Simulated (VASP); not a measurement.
# TaN (P-6m2) in VASP: notebook, part 2 of 3

VASP 6.6.1. Earlier steps stand in the parts before.

### Step 4. Single point, r2SCAN (biaxial strain in the a-b plane: -4.5 %)

Contents of POSCAR:

```
TaN
1.0
    2.8040273825      0.0000000000      0.0000000000
   -1.4020136913      2.4283589462      0.0000000000
    0.0000000000      0.0000000000      2.9625032535
Ta N
1 1
Direct
    0.3333333333      0.6666666667      0.5000000000
    0.0000000000      0.0000000000      0.0000000000
```

Contents of INCAR.step1:

```
SYSTEM = TaN
  PREC = Accurate
  ENCUT = 520
  ISMEAR = 0
  SIGMA = 0.1
  LREAL = .False.
  LASPH = .True.
  NELM = 100
  NBANDS = 15
  GGA = PE
  ALGO = Normal
  EDIFF = 1E-4
  LWAVE = .True.
  LCHARG = .False.
```

Contents of INCAR.step2:

```
SYSTEM = TaN
  PREC = Accurate
  ENCUT = 520
  EDIFF = 1E-7
  ISMEAR = 0
  SIGMA = 0.1
  LREAL = .False.
  LASPH = .True.
  NELM = 100
  ALGO = Normal
  ISIF = 2
  LWAVE = .False.
  LCHARG = .False.
  METAGGA = R2SCAN
  LMIXTAU = .True.
  NBANDS = 15
  ISTART = 1
```

Contents of KPOINTS:

```
Automatic mesh
0
Gamma
  24 24 18
  0 0 0
```

Potentials or basis: VASP PAW PBE potentials, release 64 (Ta_pv, N).

Launch:

```
$ cat potpaw_PBE.64/Ta_pv/POTCAR potpaw_PBE.64/N/POTCAR > POTCAR
$ cp INCAR.step1 INCAR
$ mpirun -np 1 vasp_std > vasp.out
$ cp INCAR.step2 INCAR
$ mpirun -np 1 vasp_std > vasp.out
```

OUTCAR:

```text
SYSTEM = TaN
   PREC = Accurate
   ENCUT = 520
   EDIFF = 1E-7
   ISMEAR = 0
   LREAL = .False.
   LASPH = .True.
   NELM = 100
   ISIF = 2
   METAGGA = R2SCAN
   ISTART = 1

 ion  position               nearest neighbor table
   1  0.333  0.667  0.500-   2 2.19   2 2.19   2 2.19   2 2.19   2 2.19   2 2.19
   2  0.000  0.000  0.000-   1 2.19   1 2.19   1 2.19   1 2.19   1 2.19   1 2.19

  LATTYP: Found a hexagonal cell.
 ALAT       =     2.8040273825
 C/A-ratio  =     1.0565172337

  Lattice vectors:

 A1 = (   2.8040273825,   0.0000000000,   0.0000000000)
 A2 = (  -1.4020136913,   2.4283589462,   0.0000000000)
 A3 = (   0.0000000000,   0.0000000000,   2.9625032535)

Analysis of symmetry for initial positions (statically):
=====================================================================
 Subroutine PRICEL returns:
 Original cell was already a primitive cell.

 Routine SETGRP: Setting up the symmetry group for a
 hexagonal supercell.

 Subroutine GETGRP returns: Found 12 space group operations
 (whereof 12 operations were pure point group operations)
 out of a pool of 24 trial point group operations.

The static configuration has the point symmetry D_3h.

Analysis of symmetry for dynamics (positions and initial velocities):
=====================================================================
 Subroutine PRICEL returns:
 Original cell was already a primitive cell.

 Routine SETGRP: Setting up the symmetry group for a
 hexagonal supercell.

 Subroutine GETGRP returns: Found 12 space group operations
 (whereof 12 operations were pure point group operations)
 out of a pool of 24 trial point group operations.

The dynamic configuration has the point symmetry D_3h.

 Subroutine INISYM returns: Found 12 space group operations
 (whereof 12 operations are pure point group operations),
 and found     1 'primitive' translations

----------------------------------------------------------------------------------------

                                     Primitive cell
[... 116 lines left out ...]
   METAGGA = R2SCAN    functional components
   LHFCALC =     F    Hartree Fock is set to
   AEXX    =    0.0000 exact exchange contribution
   IVDW    =     0    specifies the selected vdW correction
   LEPSILON=     F    determine dielectric tensor
   LRPA    =     F    only Hartree local field effects (RPA)
 non-spin polarized calculation
 Gauss-broadening in eV      SIGMA  =   0.10
  energy-cutoff  :      520.00
  volume of cell :       20.17
 maximum number of plane-waves:       555
 NGX is ok and might be reduce to    24
   NGX = 11   NGY = 11   NGZ = 11

 number of electron      16.0000003 magnetization

 Free energy of the ion-electron system (eV)
  ---------------------------------------------------
  ext. energy  EPLUGINS =         0.00000000
  ---------------------------------------------------
  free energy    TOTEN  =       -60.12180213 eV

  energy without entropy =      -60.12159314  energy(sigma->0) =      -60.12169764

 E-fermi :   8.8107     XC(G=0): -14.7721

 val. band max:        8.7602050723   @ k =   0.0417   0.0000   0.5000
 cond. band min:       8.8133468723   @ k =   0.0417   0.0000   0.4444
 fundamental gap:      0.0531418001
 Fermi energy:         8.8106675675

 k-point     1 :       0.0000    0.0000    0.0000
  band No.  band energies     occupation
      1     -27.2586      2.00000
      2     -26.6574      2.00000
      3     -26.6574      2.00000
      4     -10.3114      2.00000
      5       3.9221      2.00000
      6       4.4319      2.00000
      7       4.4319      2.00000
      8       5.2675      2.00000
      9      12.4923      0.00000
     10      12.4923      0.00000
     11      12.7142      0.00000
     12      13.4268      0.00000
     13      13.4268      0.00000
     14      19.7554      0.00000
[... 401 lines left out ...]
      2     -27.0335      2.00000
      3     -27.0100      2.00000
      4      -7.5891      2.00000
      5       0.0718      2.00000
      6       2.4901      2.00000
      7       4.7892      2.00000
      8       5.9165      2.00000
      9      11.8738      0.00000
     10      14.0319      0.00000
     11      14.6328      0.00000
     12      14.9958      0.00000
     13      17.6458      0.00000
     14      19.7504      0.00000
     15      22.4002      0.00000

 [... further k-points ...]
[... 5 lines left out ...]
  --------------------------------------------------------------------------------------
  -------------------------------------------------------------------------------------
  Total        5.6729218      5.6729218     -0.7901271     -0.0000000     -0.0000000     -0.0000000
  in kB      450.5711781    450.5711782    -62.7557606     -0.0000000     -0.0000000     -0.0000000
  external PRESSURE =     279.4621986 kB  Pullay stress =       0.0000000 kB

 VOLUME and BASIS-vectors are now :
 -----------------------------------------------------------------------------
  energy-cutoff  :      520.00
  volume of cell :       20.17
      direct lattice vectors                 reciprocal lattice vectors
     2.804027383  0.000000000  0.000000000     0.356629898  0.205900368  0.000000000
    -1.402013691  2.428358946  0.000000000     0.000000000  0.411800735  0.000000000
     0.000000000  0.000000000  2.962503253     0.000000000  0.000000000  0.337552372

 POSITION                                       TOTAL-FORCE (eV/Angst)
 -----------------------------------------------------------------------------------
     -0.00000      1.61891      1.48125        -0.000000      0.000000      0.000000
      0.00000      0.00000      0.00000         0.000000      0.000000      0.000000
 -----------------------------------------------------------------------------------
    total drift:                               -0.000000      0.000000     -0.000000

  FREE ENERGIE OF THE ION-ELECTRON SYSTEM (eV)
  ---------------------------------------------------
  free  energy   TOTEN  =       -60.1218021339 eV

  energy  without entropy=      -60.1215931437  energy(sigma->0) =      -60.12169764
```

OSZICAR.step1:

```text
N       E                     dE             d eps       ncg     rms          rms(c)
DAV:   1     0.922077845205E+02    0.92208E+02   -0.87739E+03 18308   0.114E+03
DAV:   2    -0.218015581620E+02   -0.11401E+03   -0.10737E+03 22122   0.311E+02
DAV:   3    -0.246240815557E+02   -0.28225E+01   -0.28107E+01 20869   0.455E+01
DAV:   4    -0.246348290312E+02   -0.10747E-01   -0.10744E-01 23879   0.304E+00
DAV:   5    -0.246348856817E+02   -0.56651E-04   -0.56647E-04 21142   0.207E-01    0.264E+01
DAV:   6    -0.222146206697E+02    0.24203E+01   -0.39660E+00 23428   0.238E+01    0.114E+01
DAV:   7    -0.221713757022E+02    0.43245E-01   -0.63764E-01 19273   0.627E+00    0.779E+00
DAV:   8    -0.221502639791E+02    0.21112E-01   -0.11339E-01 23179   0.300E+00    0.161E+00
DAV:   9    -0.221433193298E+02    0.69446E-02   -0.12757E-02 20792   0.990E-01    0.174E-01
DAV:  10    -0.221433783350E+02   -0.59005E-04   -0.10518E-03 21737   0.370E-01    0.687E-02
DAV:  11    -0.221433241340E+02    0.54201E-04   -0.64675E-05 11052   0.955E-02
   1 F= -.22143324E+02 E0= -.22143220E+02  d E =-.208019E-03
```

Run time: 8 min. Hardware: 1 thread of Intel Xeon Platinum 8259CL at 2.50GHz (Skylake/Cascade Lake), shared host; peak memory 0.3 GiB.

What came out:

| Item | Value |
| --- | --- |
| Free energy | -60.1218 eV |
| Pressure | 27.9 GPa |
| Band gap on the k mesh | zero (bands 8 and 9 overlap by 0.37 eV) |

Caveat: the cell differs from its parent crystal (biaxial strain in the a-b plane: -4.5 %); the stress differs along the axes, from -6 to 45 GPa; the PAW data sets were made with another functional, which shifts forces and pressure a little; spin-orbit coupling is left out, which moves the levels of the heavy elements.

### Step 5. Single point, r2SCAN (biaxial strain in the a-b plane: -3.0 %, then relaxed in part)

Contents of POSCAR:

```
TaN
1.0
    2.8480696974      0.0000000000      0.0000000000
   -1.4240348487      2.4665007097      0.0000000000
    0.0000000000      0.0000000000      2.9175027489
Ta N
1 1
Direct
    0.3333333333      0.6666666667      0.5000000000
    0.0000000000      0.0000000000      0.0000000000
```

Contents of INCAR.step1:

```
SYSTEM = TaN
PREC = Accurate
ENCUT = 520
ISMEAR = 0
SIGMA = 0.1
LREAL = .FALSE.
LASPH = .TRUE.
NELM = 60
NBANDS = 15
GGA = PE
ALGO = Normal
EDIFF = 1E-4
LWAVE = .TRUE.
LCHARG = .FALSE.
```

Contents of INCAR.step2:

```
SYSTEM = TaN
PREC = Accurate
ENCUT = 520
EDIFF = 1E-6
ISMEAR = 0
SIGMA = 0.1
LREAL = .FALSE.
LASPH = .TRUE.
NELM = 60
ALGO = Normal
ISIF = 2
LWAVE = .FALSE.
LCHARG = .FALSE.
METAGGA = R2SCAN
LMIXTAU = .TRUE.
NBANDS = 15
ISTART = 1
```

Contents of KPOINTS:

```
regular mesh
0
G
  24 24 18
  0 0 0
```

Potentials or basis: VASP PAW PBE potentials, release 64 (Ta_pv, N).

Launch:

```
$ cat potpaw_PBE.64/Ta_pv/POTCAR potpaw_PBE.64/N/POTCAR > POTCAR
$ cp INCAR.step1 INCAR
$ mpirun -np 1 vasp_std > vasp.out
$ cp INCAR.step2 INCAR
$ mpirun -np 1 vasp_std > vasp.out
```

OUTCAR:

```text
SYSTEM = TaN
   PREC = Accurate
   ENCUT = 520
   EDIFF = 1E-6
   ISMEAR = 0
   LREAL = .FALSE.
   LASPH = .TRUE.
   NELM = 60
   ISIF = 2
   METAGGA = R2SCAN
   ISTART = 1

 ion  position               nearest neighbor table
   1  0.333  0.667  0.500-   2 2.20   2 2.20   2 2.20   2 2.20   2 2.20   2 2.20
   2  0.000  0.000  0.000-   1 2.20   1 2.20   1 2.20   1 2.20   1 2.20   1 2.20

  LATTYP: Found a hexagonal cell.
 ALAT       =     2.8480696974
 C/A-ratio  =     1.0243789861

  Lattice vectors:

 A1 = (   2.8480696974,   0.0000000000,   0.0000000000)
 A2 = (  -1.4240348487,   2.4665007097,   0.0000000000)
 A3 = (   0.0000000000,   0.0000000000,   2.9175027489)

Analysis of symmetry for initial positions (statically):
=====================================================================
 Subroutine PRICEL returns:
 Original cell was already a primitive cell.

 Routine SETGRP: Setting up the symmetry group for a
 hexagonal supercell.

 Subroutine GETGRP returns: Found 12 space group operations
 (whereof 12 operations were pure point group operations)
 out of a pool of 24 trial point group operations.

The static configuration has the point symmetry D_3h.

[... 169 lines left out ...]
  band No.  band energies     occupation
      1     -27.3754      2.00000
      2     -26.9113      2.00000
      3     -26.9113      2.00000
      4     -10.3995      2.00000
      5       3.9706      2.00000
      6       4.0542      2.00000
      7       4.0542      2.00000
      8       5.2814      2.00000
      9      12.0673      0.00000
     10      12.4610      0.00000
     11      12.4610      0.00000
     12      13.1945      0.00000
     13      13.1945      0.00000
     14      19.5396      0.00000
[... 401 lines left out ...]
      2     -27.2422      2.00000
      3     -27.1653      2.00000
      4      -7.8198      2.00000
      5      -0.0584      2.00000
      6       2.6571      2.00000
      7       4.7128      2.00000
      8       5.6504      2.00000
      9      11.7914      0.00000
     10      13.4957      0.00000
     11      14.5438      0.00000
     12      14.5469      0.00000
     13      17.3322      0.00000
     14      19.5331      0.00000
     15      21.8429      0.00000

 [... further k-points ...]
[... 5 lines left out ...]
  --------------------------------------------------------------------------------------
  -------------------------------------------------------------------------------------
  Total        3.8756598      3.8756598      0.2739572     -0.0000000     -0.0000000      0.0000000
  in kB      302.9793983    302.9793983     21.4165839     -0.0000000     -0.0000000      0.0000000
  external PRESSURE =     209.1251268 kB  Pullay stress =       0.0000000 kB

 VOLUME and BASIS-vectors are now :
 -----------------------------------------------------------------------------
  energy-cutoff  :      520.00
  volume of cell :       20.49
      direct lattice vectors                 reciprocal lattice vectors
     2.848069697  0.000000000  0.000000000     0.351115003  0.202716341  0.000000000
    -1.424034849  2.466500710  0.000000000     0.000000000  0.405432683  0.000000000
     0.000000000  0.000000000  2.917502749     0.000000000  0.000000000  0.342758889

 POSITION                                       TOTAL-FORCE (eV/Angst)
 -----------------------------------------------------------------------------------
     -0.00000      1.64433      1.45875        -0.000000      0.000000      0.000000
      0.00000      0.00000      0.00000         0.000000     -0.000000      0.000000
 -----------------------------------------------------------------------------------
    total drift:                                0.000000     -0.000000     -0.000000

  FREE ENERGIE OF THE ION-ELECTRON SYSTEM (eV)
  ---------------------------------------------------
  free  energy   TOTEN  =       -60.2748111364 eV

  energy  without entropy=      -60.2745599170  energy(sigma->0) =      -60.27468553
```

OUTCAR.step1:

```text
SYSTEM = TaN
   PREC = Accurate
   ENCUT = 520
   ISMEAR = 0
   LREAL = .FALSE.
   LASPH = .TRUE.
[... 655 lines left out ...]
     -0.00000      1.64433      1.45875         0.000000      0.000000      0.000000
      0.00000      0.00000      0.00000        -0.000000      0.000000      0.000000
 -----------------------------------------------------------------------------------
    total drift:                                0.000000     -0.000000     -0.000000

  FREE ENERGIE OF THE ION-ELECTRON SYSTEM (eV)
  ---------------------------------------------------
  free  energy   TOTEN  =       -22.2978182340 eV

  energy  without entropy=      -22.2975271034  energy(sigma->0) =      -22.29767267
```

OSZICAR.step1:

```text
N       E                     dE             d eps       ncg     rms          rms(c)
DAV:   1     0.919686185234E+02    0.91969E+02   -0.88100E+03 18300   0.114E+03
DAV:   2    -0.219805148010E+02   -0.11395E+03   -0.10729E+03 22038   0.309E+02
DAV:   3    -0.247878900766E+02   -0.28074E+01   -0.27927E+01 20953   0.453E+01
DAV:   4    -0.247991834904E+02   -0.11293E-01   -0.11288E-01 23886   0.307E+00
DAV:   5    -0.247992443376E+02   -0.60847E-04   -0.60846E-04 21086   0.212E-01    0.258E+01
DAV:   6    -0.223595221860E+02    0.24397E+01   -0.39505E+00 23645   0.237E+01    0.110E+01
DAV:   7    -0.223252834570E+02    0.34239E-01   -0.67186E-01 19294   0.621E+00    0.758E+00
DAV:   8    -0.223061872857E+02    0.19096E-01   -0.12627E-01 23130   0.309E+00    0.170E+00
DAV:   9    -0.222978043897E+02    0.83829E-02   -0.15637E-02 20624   0.108E+00    0.168E-01
DAV:  10    -0.222978908141E+02   -0.86424E-04   -0.12477E-03 21940   0.399E-01    0.755E-02
DAV:  11    -0.222978182340E+02    0.72580E-04   -0.87414E-05 13135   0.107E-01
   1 F= -.22297818E+02 E0= -.22297673E+02  d E =-.291131E-03
```

Wall time 6.3 min (1 thread of Intel Xeon Platinum 8259CL at 2.50GHz (Skylake/Cascade Lake), shared host); peak memory 0.31 GiB.

What came out:

* Free energy: -60.2748 eV
* Pressure: 20.9 GPa
* Band gap on the k mesh: zero (bands 8 and 9 overlap by 0.47 eV)

Caveat: the cell differs from its parent crystal (biaxial strain in the a-b plane: -3.0 %, then relaxed in part); the stress differs along the axes, from 2 to 30 GPa; the PAW data sets were made with another functional, which shifts forces and pressure a little; spin-orbit coupling is left out, which moves the levels of the heavy elements.

[end of part 2 of 3]

The gap in the log of VASP goes by the Fermi energy; the results here count the filled bands.